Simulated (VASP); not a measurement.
Runs of VASP 6.6.1 on HfC (zincblende type). The structure is that of space group F-43m (No. 216), or close to it. The cells are those of the table. 

```tsv
task	cell	gap on the mesh (eV)	pressure (GPa)
electric field gradients	a = 3.637 Å, angles 60.0°, 2 atoms	(a)	-8.6
single point	a = 3.602 Å, angles 60.0°, 2 atoms	0.55	-4.8
single point	a = 3.531 Å, angles 60.0°, 2 atoms	(c)	4.7
single point	a = 3.567 Å, angles 60.0°, 2 atoms	0.51	(b)
electric field gradients	a = 3.494 Å, angles 60.0°, 2 atoms	0.43	10.5
```

Alike in all rows: level PBE; potentials or basis VASP PAW PBE potentials, release 64 (Hf_pv, C); no spin polarisation; k mesh 11 × 11 × 11; cutoff (eV) 520; smearing fermi-dirac 0.08 eV.

Problem. Fill in the values left out.

Solution. (a) 0.58; (b) -0.4; (c) 0.47.

Caveats: spin-orbit coupling is left out, which moves the levels of the heavy elements.

A k mesh can miss the band edges, and the runs leave out spin-orbit coupling on Hf.
